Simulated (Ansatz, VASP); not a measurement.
V2I: VASP beside Ansatz

POSCAR

```
V2I
1.0
    4.0914215651      0.0000000000      0.0000000000
   -2.0457107826      3.5432750130      0.0000000000
    0.0000000000      0.0000000000      4.4176478693
V I
2 1
Direct
    0.3333333333      0.6666666667      0.5000000000
    0.6666666667      0.3333333333      0.5000000000
    0.0000000000      0.0000000000      0.0000000000
```

The input INCAR.step1:

```
SYSTEM = V2I
ALGO = Normal
EDIFF = 1E-4
ENCUT = 600
GGA = PE
ISMEAR = 0
LASPH = .True.
LCHARG = .False.
LREAL = .False.
LWAVE = .True.
NELM = 100
PREC = Accurate
SIGMA = 0.1
```

INCAR.step2

```
SYSTEM = V2I
ALGO = Normal
EDIFF = 1E-6
EDIFFG = -0.04
ENCUT = 600
IBRION = 2
ISIF = 3
ISMEAR = 0
ISTART = 1
LASPH = .True.
LCHARG = .False.
LMIXTAU = .True.
LREAL = .False.
LWAVE = .False.
METAGGA = R2SCAN
NELM = 100
NSW = 90
PREC = Accurate
SIGMA = 0.1
```

KPOINTS

```
k-points
0
Gamma
  6 6 4
  0 0 0
```

Input for Ansatz:

```yaml
crystal:
  lattice:
    - [4.0914215651, 0.0, 0.0]
    - [-2.0457107826, 3.543275013, 0.0]
    - [0.0, 0.0, 4.4176478693]
  atoms:
    - { symbol: V, position: [0.3333333333, 0.6666666667, 0.5] }
    - { symbol: V, position: [0.6666666667, 0.3333333333, 0.5] }
    - { symbol: I, position: [0.0, 0.0, 0.0] }
basis:
  ecutwfc: 500
kpoints:
  mp_grid: { grid: [6, 6, 4] }
hamiltonian:
  xc: r2scan
scf:
  occupations: { method: gaussian, width: 0.1 }
  lower_state_search: "off"
output:
  forces: true
  stress: true
  eigenvalues: true
relax:
  adjacent_minimum: "off"
  f_tol: 0.04
  max_steps: 70
  cell: { stress_tol: 0.4 }
```

Alike in both runs: task relaxation of cell and atoms; functional r2SCAN; k mesh 6 × 6 × 4; occupations gaussian, width 0.1 eV; no spin polarisation.

```csv
,VASP,Ansatz
version,VASP 6.6.1,Ansatz 0.2.0
potentials or method,"VASP PAW PBE potentials, release 64 (V_sv, I), cutoff 600 eV","scalar-relativistic, plane waves, PAW"
valence electrons in the cell,33,43
```

```tsv
	VASP	Ansatz	Ansatz less VASP
gap on the k mesh at the Fermi level, each at its own relaxed structure (eV)	none	none	-
relaxed volume (Å³/atom)	17.56	17.52	-0.043
relaxed cell length with the largest relative difference (Å)	4.224	4.216	-0.0077
```

VASP's potentials were made for PBE, not for r2SCAN. A gap of «none» marks a metal or a gap that the smearing closes. VASP's potentials hold 33 valence electrons a cell and Ansatz's 43, so a difference there can come from the potentials and not from the codes.

Neither program's run includes spin-orbit coupling. Noted on VASP's run: the volume moved by over 15 % at a fixed basis, so the end points are rough.
